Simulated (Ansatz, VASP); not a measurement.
Two plane-wave programs on Al15Ni16

```
Al Ni
1.0
     0.00000    5.78365    5.78365
     5.78365    0.00000    5.78365
     5.78365    5.78365    0.00000
Al Ni
15 16
Direct
  0.12417 0.12534 0.12535
  0.37166 0.37794 0.37739
  0.12419 0.12546 0.62512
  0.37203 0.37800 0.87258
  0.12417 0.62521 0.12550
  0.37162 0.87289 0.37760
  0.37399 0.87576 0.87541
  0.62417 0.12548 0.12532
  0.87454 0.37535 0.37482
  0.62409 0.12532 0.62504
  0.87651 0.37760 0.87318
  0.62424 0.62532 0.12522
  0.87660 0.87304 0.37773
  0.62411 0.62553 0.62502
  0.87710 0.87287 0.87268
  0.00084 0.99971 0.99992
  0.24756 0.25109 0.25060
  0.99909 0.00005 0.50049
  0.24855 0.25209 0.74983
  0.00031 0.50059 0.99876
  0.24890 0.75037 0.25077
  0.99882 0.50044 0.50112
  0.24935 0.75054 0.75014
  0.49973 0.99981 0.99891
  0.74913 0.25094 0.25111
  0.49812 0.99965 0.50216
  0.74970 0.25095 0.74839
  0.49890 0.50216 0.99919
  0.74962 0.74864 0.25091
  0.49926 0.50016 0.49971
  0.74976 0.75007 0.75059
```

Alike in both runs: functional PBE; k mesh 2 × 2 × 2; occupations methfessel-paxton of order 1, width 0.1 eV; no spin polarisation.

Ansatz relaxed the structure, and its values are those at the end. VASP's run is a single point on that final structure, the one shown.

```csv
,VASP,Ansatz
version,VASP 6.6.1,Ansatz 0.2.0
potentials or method,"VASP PAW PBE potentials, release 64 (Al, Ni), cutoff 520 eV",plane-wave PAW DFT
valence electrons in the cell,205,333
```

```csv
,VASP,Ansatz,Ansatz less VASP
rms of the force components (eV/Å),0.006,0.006,+0.0004
```

VASP's potentials hold 205 valence electrons a cell and Ansatz's 333, so a difference there can come from the potentials and not from the codes.

The k mesh is coarse, so the values compare programs but aren't converged.
